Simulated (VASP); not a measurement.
# InO in VASP: notebook

The runs below take InO through single point, with PBE.

Program: VASP 6.6.1. These are calculated values, not measurements. Logs are shortened: lines on timing, memory, paths and dates and some standing lists are left out, and cuts for length are marked.

## (1) The cell of the first run

The cell holds a slab with vacuum, 4 atoms: a = 3.383 Å, b = 3.383 Å, c = 15.553 Å, α = 90.00°, β = 90.00°, γ = 120.00°.

## (2) Single point, PBE (volume scaled by 0.94)

Contents of INCAR:

```
ALGO = Normal ; EDIFF = 1E-6
ENCUT = 520 ; GGA = PE
ISIF = 2 ; ISMEAR = -1
LASPH = T ; LCHARG = F
LREAL = F ; LWAVE = F
NBANDS = 27 ; NELM = 80
PREC = Accurate ; SIGMA = 0.05
```

Contents of KPOINTS:

```
k-points
0
Gamma
  9 9 2
```

Contents of POSCAR:

```
InO
1.0
    3.3831121046      0.0000000000      0.0000000000
   -1.6915560524      2.9298610265      0.0000000000
    0.0000000000      0.0000000000     15.5529866067
In O
2 2
Direct
    0.6666666667      0.3333333333      0.4099790000
    0.6666666667      0.3333333333      0.5900210000
    0.0000000000      0.0000000000      0.3601330000
    0.0000000000      0.0000000000      0.6398670000
```

Potentials or basis: VASP PAW PBE potentials, release 64 (In_d, O).

Started as:

```bash
cat potpaw_PBE.64/In_d/POTCAR potpaw_PBE.64/O/POTCAR > POTCAR
mpirun -np 1 vasp_std > vasp.out
```

OUTCAR:

```text
EDIFF = 1E-6
   ENCUT = 520
   GGA = PE
   ISIF = 2
   ISMEAR = -1
   LASPH = T
   LREAL = F
   NELM = 80
   PREC = Accurate

 ion  position               nearest neighbor table
   1  0.667  0.333  0.410-   3 2.10   3 2.10   3 2.10   2 2.80
   2  0.667  0.333  0.590-   4 2.10   4 2.10   4 2.10   1 2.80
   3  0.000  0.000  0.360-   1 2.10   1 2.10   1 2.10
   4  0.000  0.000  0.640-   2 2.10   2 2.10   2 2.10

  LATTYP: Found a hexagonal cell.
 ALAT       =     3.3831121046
 C/A-ratio  =     4.5972424578

  Lattice vectors:

 A1 = (   3.3831121046,   0.0000000000,   0.0000000000)
 A2 = (  -1.6915560524,   2.9298610265,   0.0000000000)
 A3 = (   0.0000000000,   0.0000000000,  15.5529866067)

Analysis of symmetry for initial positions (statically):
=====================================================================
 Subroutine PRICEL returns:
 Original cell was already a primitive cell.

 Routine SETGRP: Setting up the symmetry group for a
 hexagonal supercell.

 Subroutine GETGRP returns: Found 12 space group operations
 (whereof 12 operations were pure point group operations)
 out of a pool of 24 trial point group operations.

The static configuration has the point symmetry D_3h.

Analysis of symmetry for dynamics (positions and initial velocities):
=====================================================================
 Subroutine PRICEL returns:
 Original cell was already a primitive cell.

 Routine SETGRP: Setting up the symmetry group for a
 hexagonal supercell.

 Subroutine GETGRP returns: Found 12 space group operations
 (whereof 12 operations were pure point group operations)
 out of a pool of 24 trial point group operations.

The dynamic configuration has the point symmetry D_3h.

 Subroutine INISYM returns: Found 12 space group operations
 (whereof 12 operations are pure point group operations),
 and found     1 'primitive' translations

----------------------------------------------------------------------------------------

                                     Primitive cell

  volume of cell :     154.1620

  direct lattice vectors                    reciprocal lattice vectors
     3.383112105  0.000000000  0.000000000     0.295585830  0.170656559  0.000000000
[... 85 lines left out ...]
   LSORBIT =      F    spin-orbit coupling
   LASPH  =      T    aspherical Exc in radial PAW
   ENCUT  =  520.0 eV  38.22 Ry    6.18 a.u.   6.29  6.29 28.92*2*pi/ulx,y,z
   NELM   =     80;   NELMIN=  2; NELMDL= -5     # of ELM steps
   EDIFF  = 0.1E-05   stopping-criterion for ELM
   LREAL  =      F    real-space projection
   EDIFFG = 0.1E-04   stopping-criterion for IOM
   NSW    =      0    number of steps for IOM
   IBRION =     -1    ionic relax: 0-MD 1-quasi-New 2-CG
   NFREE  =      0    steps in history (QN), initial steepest desc. (CG)
   ISIF   =      2    stress and relaxation
   ISYM   =      2    0-nonsym 1-usesym 2-fastsym
   POTIM  = 0.5000    time-step for ionic-motion
   TEBEG  =    0.0;   TEEND  =   0.0 temperature during run
   PSTRESS=    0.0 pullay stress
   NELECT =      38.0000    total number of electrons
   NUPDOWN=      -1.0000    fix difference up-down
   EMIN   =  10.00;   EMAX   =-10.00  energy-range for DOS
   EFERMI =   0.00;   METHOD = LEGACY
   ISMEAR =    -1;   SIGMA  =   0.05  broadening in eV -4-tet -1-fermi 0-gaus
   EFERMI_NEDOS =   21; number of points for ismear=-14 and -15
   IALGO  =     38    algorithm
   IMIX   =      4    mixing-type and parameters
     AMIX     =   0.40;   BMIX     =  1.00
     AMIX_MAG =   1.60;   BMIX_MAG =  1.00
  volume/ion in A,a.u.               =      38.54       260.08
  Fermi-wavevector in a.u.,A,eV,Ry     =   1.026464  1.939735 14.335478  1.053628
  Thomas-Fermi vector in A             =   2.160358
   LORBIT       =      0    0 simple, 1 ext, 2 COOP (PROOUT), +10 PAW based schemes
   GGA     = PE    functional components
   LHFCALC =     F    Hartree Fock is set to
   AEXX    =    0.0000 exact exchange contribution
   IVDW    =     0    specifies the selected vdW correction
   LEPSILON=     F    determine dielectric tensor
   LRPA    =     F    only Hartree local field effects (RPA)
 non-spin polarized calculation
  energy-cutoff  :      520.00
  volume of cell :      154.16
 maximum number of plane-waves:      4166
 NGX is ok and might be reduce to    28
   NGX = 13   NGY = 13   NGZ = 57

 number of electron      38.0000001 magnetization

 Free energy of the ion-electron system (eV)
  ---------------------------------------------------
  ext. energy  EPLUGINS =         0.00000000
  ---------------------------------------------------
  free energy    TOTEN  =       -19.34311869 eV

  energy without entropy =      -19.34272371  energy(sigma->0) =      -19.34292120

 E-fermi :  -0.9909     XC(G=0):  -5.0494

 val. band max:       -1.2376958085   @ k =   0.3333   0.3333   0.5000
 cond. band min:      -0.8121928757   @ k =   0.0000   0.0000   0.5000
 fundamental gap:      0.4255029328
 Fermi energy:        -0.9909130707

 k-point     1 :       0.0000    0.0000    0.0000
  band No.  band energies     occupation
      1     -19.3076      2.00000
      2     -19.2830      2.00000
      3     -14.8975      2.00000
      4     -14.8975      2.00000
      5     -14.8463      2.00000
      6     -14.8463      2.00000
[... 709 lines left out ...]
     26       8.1863      0.00000
     27       8.6800      0.00000

------------------------ aborting loop because EDIFF is reached ----------------------------------------

  FORCE on cell =-STRESS in cart. coord.  units (eV):
  Direction    XX          YY          ZZ          XY          YZ          ZX
  --------------------------------------------------------------------------------------
  -------------------------------------------------------------------------------------
  Total        3.1565622      3.1565622      1.5859004     -0.0000000      0.0000000     -0.0000000
  in kB       32.8055804     32.8055804     16.4819763     -0.0000000      0.0000000     -0.0000000
  external PRESSURE =      27.3643790 kB  Pullay stress =       0.0000000 kB

 VOLUME and BASIS-vectors are now :
 -----------------------------------------------------------------------------
  energy-cutoff  :      520.00
  volume of cell :      154.16
      direct lattice vectors                 reciprocal lattice vectors
     3.383112105  0.000000000  0.000000000     0.295585830  0.170656559  0.000000000
    -1.691556052  2.929861026  0.000000000     0.000000000  0.341313117  0.000000000
     0.000000000  0.000000000 15.552986607     0.000000000  0.000000000  0.064296333

 POSITION                                       TOTAL-FORCE (eV/Angst)
 -----------------------------------------------------------------------------------
      1.69156      0.97662      6.37640        -0.000000     -0.000000      0.249146
      1.69156      0.97662      9.17659        -0.000000      0.000000     -0.249146
      0.00000      0.00000      5.60114         0.000000     -0.000000     -0.538945
      0.00000      0.00000      9.95184         0.000000      0.000000      0.538945
 -----------------------------------------------------------------------------------
    total drift:                               -0.000000      0.000000      0.000000

  FREE ENERGIE OF THE ION-ELECTRON SYSTEM (eV)
  ---------------------------------------------------
  free  energy   TOTEN  =       -19.3431186947 eV

  energy  without entropy=      -19.3427237094  energy(sigma->0) =      -19.34292120
```

OSZICAR:

```text
N       E                     dE             d eps       ncg     rms          rms(c)
DAV:   1     0.402558270727E+03    0.40256E+03   -0.17946E+04  1299   0.144E+03
DAV:   2     0.403665031522E+02   -0.36219E+03   -0.34806E+03  1444   0.383E+02
DAV:   3    -0.207574730563E+02   -0.61124E+02   -0.60353E+02  1641   0.174E+02
[... 12 lines left out ...]
DAV:  16    -0.193430286479E+02   -0.13476E-03   -0.37412E-05  1622   0.458E-02    0.998E-03
DAV:  17    -0.193430742506E+02   -0.45603E-04   -0.69030E-06  1644   0.258E-02    0.687E-03
DAV:  18    -0.193431132485E+02   -0.38998E-04   -0.16672E-06  1132   0.816E-03    0.157E-03
DAV:  19    -0.193431167036E+02   -0.34551E-05   -0.17770E-07  1154   0.501E-03    0.447E-04
DAV:  20    -0.193431183318E+02   -0.16282E-05   -0.65761E-08   996   0.206E-03    0.455E-04
DAV:  21    -0.193431186947E+02   -0.36288E-06   -0.34837E-08  1074   0.207E-03
   1 F= -.19343119E+02 E0= -.19342921E+02  d E =-.394985E-03
```

Wall time 81 s (1 thread of AMD EPYC 9R45 (Zen 5), shared host); peak memory 0.3 GiB.

What came out:

```yaml
Free_energy: -19.3431 eV
Largest_force: 0.539 eV/Å
Band_gap_on_the_k_mesh: 0.43 eV, indirect (least direct gap 1.29 eV)
```

Forces on the atoms (eV/Å):
```
In   0.000  0.000  0.249
In   0.000  0.000 -0.249
O    0.000  0.000 -0.539
O    0.000  0.000  0.539
```

Caveat: the cell differs from its parent crystal (volume scaled by 0.94); spin-orbit coupling is left out, which moves the levels of the heavy elements.

## (3) Single point, PBE (volume scaled by 0.96)

Contents of INCAR:

```
PREC     = Accurate       # precision mode
ENCUT    = 520            # plane-wave cutoff, eV
EDIFF    = 1E-6           # SCF threshold, eV
ISMEAR   = -1             # smearing method
SIGMA    = 0.05           # smearing width, eV
LREAL    = F              # projectors in reciprocal space
LASPH    = T              # aspherical terms in the spheres
NELM     = 60             # most SCF steps
ALGO     = Normal         # electronic algorithm
ISIF     = 2              # what is computed and relaxed
LWAVE    = F              # write WAVECAR
LCHARG   = F              # write CHGCAR
GGA      = PE             # functional
NBANDS   = 27             # bands
```

Contents of KPOINTS:

```
Automatic mesh
0
Gamma
  9 9 2
```

Contents of POSCAR:

```
InO
1.0
    3.4069376227      0.0000000000      0.0000000000
   -1.7034688114      2.9504945304      0.0000000000
    0.0000000000      0.0000000000     15.6625182901
In O
2 2
Direct
    0.6666666667      0.3333333333      0.4099790000
    0.6666666667      0.3333333333      0.5900210000
    0.0000000000      0.0000000000      0.3601330000
    0.0000000000      0.0000000000      0.6398670000
```

Potentials or basis: VASP PAW PBE potentials, release 64 (In_d, O).

Started as:

```bash
cat potpaw_PBE.64/In_d/POTCAR potpaw_PBE.64/O/POTCAR > POTCAR
mpirun -np 1 vasp_std > vasp.out
```

Run time: 84 s. Hardware: 1 thread of AMD EPYC 9R45 (Zen 5), shared host; peak memory 0.3 GiB.

The run converged. Its results:

| Quantity | Value |
| --- | --- |
| Free energy | -19.3896 eV |
| Largest force | 0.338 eV/Å |
| Band gap on the k mesh | 0.40 eV, indirect (least direct gap 1.22 eV) |

Forces on the atoms (eV/Å):
```
In   0.000  0.000  0.154
In   0.000  0.000 -0.154
O    0.000  0.000 -0.338
O    0.000  0.000  0.338
```

Levels at points of the mesh, in eV from the valence-band top:
```csv
k point,band 15,band 16,band 17,band 18,band 19,band 20,band 21,band 22,band 23,band 24
"(0.00, 0.00, 0.00)",-1.79,-1.79,-1.75,-1.75,-0.82,0.40,3.35,6.07,6.14,8.15
"(0.00, 0.00, 0.50)",-1.79,-1.79,-1.75,-1.75,-0.82,0.40,3.35,5.85,6.56,7.37
```

Caveat: the cell differs from its parent crystal (volume scaled by 0.96); spin-orbit coupling is left out, which moves the levels of the heavy elements.

## (4) Single point, PBE (volume scaled by 0.98)

Contents of INCAR:

```
SYSTEM = InO
PREC = Accurate
ENCUT = 520
EDIFF = 1E-6
ISMEAR = -1
SIGMA = 0.05
LREAL = .False.
LASPH = .True.
NELM = 60
ALGO = Normal
ISIF = 2
LWAVE = .False.
LCHARG = .False.
GGA = PE
NBANDS = 27
```

Contents of KPOINTS:

```
regular mesh
0
Gamma
  9 9 2
  0 0 0
```

Contents of POSCAR:

```
InO
1.0
    3.4304344868      0.0000000000      0.0000000000
   -1.7152172434      2.9708434116      0.0000000000
    0.0000000000      0.0000000000     15.7705390711
In O
2 2
Direct
    0.6666666667      0.3333333333      0.4099790000
    0.6666666667      0.3333333333      0.5900210000
    0.0000000000      0.0000000000      0.3601330000
    0.0000000000      0.0000000000      0.6398670000
```

Started as:

```bash
cat potpaw_PBE.64/In_d/POTCAR potpaw_PBE.64/O/POTCAR > POTCAR
mpirun -np 1 vasp_std > vasp.out
```

Run time: 81 s. Hardware: 1 thread of AMD EPYC 9R45 (Zen 5), shared host; peak memory 0.3 GiB.

It converged, with:

```
Free energy            : -19.4158 eV
Largest force          : 0.155 eV/Å
Band gap on the k mesh : 0.38 eV, indirect (least direct gap 1.15 eV)
```

Forces on the atoms (eV/Å):
```
In   0.000  0.000  0.067
In   0.000  0.000 -0.067
O    0.000  0.000 -0.155
O    0.000  0.000  0.155
```

Levels at points of the mesh, in eV from the valence-band top:
| k point | band 17 | band 18 | band 19 | band 20 | band 21 | band 22 |
| --- | --- | --- | --- | --- | --- | --- |
| (0.00, 0.00, 0.00) | -1.72 | -1.72 | -0.77 | 0.38 | 3.31 | 6.12 |
| (0.00, 0.00, 0.50) | -1.72 | -1.72 | -0.77 | 0.38 | 3.31 | 5.89 |

Caveat: the cell differs from its parent crystal (volume scaled by 0.98); spin-orbit coupling is left out, which moves the levels of the heavy elements.

## (5) Single point, PBE

This run uses another cell than the first one, of 41.00 Å³/atom, 1.064 times its volume.

Contents of INCAR:

```
ALGO = Normal ; EDIFF = 1E-6
ENCUT = 520 ; GGA = PE
ISIF = 2 ; ISMEAR = -1
LASPH = T ; LCHARG = T
LELF = T ; LREAL = F
LVHAR = T ; LWAVE = F
NBANDS = 27 ; NELM = 60
PREC = Accurate ; SIGMA = 0.05
```

Contents of KPOINTS:

```
k-points
0
Gamma
  9 9 2
```

Contents of POSCAR:

```
InO
1.0
    3.4536138013      0.0000000000      0.0000000000
   -1.7268069007      2.9909172868      0.0000000000
    0.0000000000      0.0000000000     15.8771000000
In O
2 2
Direct
    0.6666666667      0.3333333333      0.4099790000
    0.6666666667      0.3333333333      0.5900210000
    0.0000000000      0.0000000000      0.3601330000
    0.0000000000      0.0000000000      0.6398670000
```

Started as:

```bash
cat potpaw_PBE.64/In_d/POTCAR potpaw_PBE.64/O/POTCAR > POTCAR
mpirun -np 1 vasp_std > vasp.out
```

Run time: 96 s. Hardware: 1 thread of AMD EPYC 9R45 (Zen 5), shared host; peak memory 0.3 GiB.

The run converged. Its results:

- Free energy: -19.4241 eV
- Largest force: 0.014 eV/Å
- Band gap on the k mesh: 0.36 eV, indirect (least direct gap 1.09 eV)

Forces in eV/Å, atoms in the order of the input:
```
In   0.000  0.000 -0.014
In   0.000  0.000  0.014
O    0.000  0.000  0.014
O    0.000  0.000 -0.014
```

Levels at points of the mesh, in eV from the valence-band top:
| k point | band 16 | band 17 | band 18 | band 19 | band 20 | band 21 | band 22 | band 23 |
| --- | --- | --- | --- | --- | --- | --- | --- | --- |
| (0.00, 0.00, 0.00) | -1.71 | -1.68 | -1.68 | -0.73 | 0.36 | 3.28 | 6.16 | 6.18 |
| (0.00, 0.00, 0.50) | -1.71 | -1.68 | -1.68 | -0.73 | 0.36 | 3.28 | 5.92 | 6.63 |

Caveat: spin-orbit coupling is left out, which moves the levels of the heavy elements.

## (6) Summary

| cell | gap on the mesh (eV) | largest force (eV/Å) |
| --- | --- | --- |
| a = 3.383, b = 3.383, c = 15.553 Å, angles 90.0, 90.0, 120.0°, 4 atoms | 0.43 | 0.54 |
| a = 3.407, b = 3.407, c = 15.663 Å, angles 90.0, 90.0, 120.0°, 4 atoms | 0.40 | 0.34 |
| a = 3.430, b = 3.430, c = 15.771 Å, angles 90.0, 90.0, 120.0°, 4 atoms | 0.38 | 0.15 |
| a = 3.454, b = 3.454, c = 15.877 Å, angles 90.0, 90.0, 120.0°, 4 atoms | 0.36 | 0.01 |

Alike in all rows: task single point; level PBE; potentials or basis VASP PAW PBE potentials, release 64 (In_d, O); no spin polarisation; k mesh 9 × 9 × 2; cutoff (eV) 520; smearing fermi-dirac 0.05 eV.

Caveats: spin-orbit coupling is left out, which moves the levels of the heavy elements.

Absolute energies hang on the potentials; compare differences alone.
